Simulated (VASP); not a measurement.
A run of VASP 6.6.1 is set up as follows.

The input INCAR:

```
  PREC = Accurate
  ENCUT = 500
  EDIFF = 1E-6
  ISMEAR = 0
  SIGMA = 0.02
  LREAL = False
  LASPH = True
  NELM = 120
  ALGO = Normal
  ISIF = 2
  LWAVE = False
  LCHARG = False
  GGA = PE
  NBANDS = 16
  GGA_COMPAT = False
```

File KPOINTS:

```
regular mesh
0
Gamma
  10 10 10
```

The input POSCAR:

```
GaP
1.0
    0.0000000000      2.7532933693      2.7532933693
    2.7532933693      0.0000000000      2.7532933693
    2.7532933693      2.7532933693      0.0000000000
Ga P
1 1
Direct
    0.0000000000      0.0000000000      0.0000000000
    0.2500000000      0.2500000000      0.2500000000
```

Potentials or basis: VASP PAW PBE potentials, release 64 (Ga_d, P).

The run is started by

```bash
$ cat potpaw_PBE.64/Ga_d/POTCAR potpaw_PBE.64/P/POTCAR > POTCAR
$ mpirun -np 1 vasp_std > vasp.out
```

Question: Predict the band gap on the k mesh.

Answer: 1.57 eV.

Question: What does it give for the pressure?

Answer: -0.1 GPa.

A k mesh can miss the band edges.
